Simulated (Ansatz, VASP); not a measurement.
## One calculation of Mn, two programs

The input INCAR:

```
SYSTEM = Mn
PREC     = Accurate       ! precision mode
ENCUT    = 600            ! plane-wave cutoff, eV
EDIFF    = 1E-6           ! SCF threshold, eV
ISMEAR   = 0              ! smearing method
SIGMA    = 0.1            ! smearing width, eV
LREAL    = .False.        ! projectors in reciprocal space
LASPH    = .True.         ! aspherical terms in the spheres
NELM     = 150            ! most SCF steps
ALGO     = Normal         ! electronic algorithm
ISIF     = 3              ! what is computed and relaxed
LWAVE    = .False.        ! write WAVECAR
LCHARG   = .False.        ! write CHGCAR
ISPIN    = 2              ! spin polarisation
MAGMOM   = -0.49          ! initial moments
LORBIT   = 11             ! projections on sites
LMAXMIX  = 4              ! l up to which the mixer works
GGA      = PS             ! functional
IBRION   = 2              ! ionic algorithm
NSW      = 80             ! ionic steps
EDIFFG   = -0.01          ! ionic threshold
```

Contents of KPOINTS:

```
Automatic mesh
0
Gamma
  22 22 22
  0 0 0
```

The input POSCAR:

```
Mn
1.0
   -1.3761773965      1.3761773965      1.3761773965
    1.3761773965     -1.3761773965      1.3761773965
    1.3761773965      1.3761773965     -1.3761773965
Mn
1
Direct
    0.0000000000      0.0000000000      0.0000000000
```

Input for Ansatz:

```yaml
crystal:
  lattice:
    - [-1.3761773965, 1.3761773965, 1.3761773965]
    - [1.3761773965, -1.3761773965, 1.3761773965]
    - [1.3761773965, 1.3761773965, -1.3761773965]
  atoms:
    - { symbol: Mn, position: [0.0, 0.0, 0.0], spin: -0.49 }
basis:
  ecutwfc: 420
kpoints:
  mp_grid: { grid: [22, 22, 22] }
hamiltonian:
  xc: pbesol
scf:
  occupations: { method: gaussian, width: 0.1 }
output:
  forces: true
  stress: true
  eigenvalues: true
  populations: true
magnetization:
  spin_polarized: true
relax:
  adjacent_minimum: "off"
  f_tol: 0.01
  max_steps: 60
  cell: { stress_tol: 0.1 }
```

Alike in both runs: task relaxation of cell and atoms; functional PBEsol; k mesh 22 × 22 × 22; occupations gaussian, width 0.1 eV; collinear spin.

|  | VASP | Ansatz |
| --- | --- | --- |
| version | VASP 6.6.1 | Ansatz 0.2.0 |
| potentials or method | VASP PAW PBE potentials, release 64 (Mn_pv), cutoff 600 eV | scalar-relativistic, plane waves, PAW |
| valence electrons in the cell | 13 | 15 |

```tsv
	VASP	Ansatz	Ansatz less VASP
gap on the k mesh at the Fermi level, each at its own relaxed structure (eV)	none	none	-
net moment per atom (μB)	0.64	0.63	-0.017
size of the moment on the site where the two differ most (μB)	0.64	0.62	-0.022
relaxed volume (Å³/atom)	10.46	10.46	+0.002
relaxed length of the cell vector where the two differ most in proportion (Å)	2.386	2.387	+0.0002
```

VASP's potentials were made for PBE, not for PBEsol. Site moments also hang on the region over which each program counts them. A gap of «none» marks a metal or a gap that the smearing closes. VASP's potentials hold 13 valence electrons a cell and Ansatz's 15, so a difference there can come from the potentials and not from the codes.
